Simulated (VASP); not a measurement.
Wanted: the native input for a VASP 6.6.1 run.

| Property | Result |
| --- | --- |
| Task | single point |
| Functional | PBE |
| Potentials or basis | VASP PAW PBE potentials, release 64 (In_d, Ga_d, P) |
| Cutoff | 520 eV |
| k mesh | 8 × 8 × 8 |
| Occupations | gaussian, width 0.1 eV |
| Spin | no spin polarisation |
| Dipole correction | no |
| Further INCAR settings | ALGO = Normal; EDIFF = 1e-06; NBANDS = 46 |

The structure of InGa3P4 lies in POSCAR:

```
InGa3P4
1.0
    5.2727556749      0.0000000000      0.0000000000
    0.0000000000      5.2727556749      0.0000000000
    0.0000000000      0.0000000000      5.2727556749
In Ga P
1 3 4
Direct
    0.5000000000      0.5000000000      0.5000000000
    0.0000000000      0.0000000000      0.5000000000
    0.5000000000      0.0000000000      0.0000000000
    0.0000000000      0.5000000000      0.0000000000
    0.5000000000      0.5000000000      0.0000000000
    0.0000000000      0.5000000000      0.5000000000
    0.5000000000      0.0000000000      0.5000000000
    0.0000000000      0.0000000000      0.0000000000
```

These files were run (other wordings do the same):

INCAR

```
SYSTEM = InGa3P4
ALGO     = Normal         ! electronic algorithm
EDIFF    = 1E-6           ! SCF threshold, eV
ENCUT    = 520            ! plane-wave cutoff, eV
GGA      = PE             ! functional
ISIF     = 2              ! what is computed and relaxed
ISMEAR   = 0              ! smearing method
LASPH    = .True.         ! aspherical terms in the spheres
LCHARG   = .True.         ! write CHGCAR
LELF     = .True.         ! ELF
LREAL    = .False.        ! projectors in reciprocal space
LVHAR    = .True.       
LWAVE    = .False.        ! write WAVECAR
NBANDS   = 46             ! bands
NELM     = 100            ! most SCF steps
PREC     = Accurate       ! precision mode
SIGMA    = 0.1            ! smearing width, eV
```

KPOINTS

```
k-points
0
Gamma
  8 8 8
  0 0 0
```

Potentials or basis: VASP PAW PBE potentials, release 64 (In_d, Ga_d, P).

Command:

```sh
$ cat potpaw_PBE.64/In_d/POTCAR potpaw_PBE.64/Ga_d/POTCAR potpaw_PBE.64/P/POTCAR > POTCAR
$ mpirun -np 1 vasp_std > vasp.out
```

Results of the run:

```
Pressure               : 0.0 GPa
Band gap on the k mesh : zero (band 36 reaches 6.94 eV, above the bottom of band 37 at 5.52 eV)
```

Caveat: spin-orbit coupling is left out, which moves the levels of the heavy elements.

Wall time 2.3 min on 1 thread of Intel(R) Xeon(R) 6975P-C (Granite Rapids), on a shared host, peak memory 0.35 GiB.
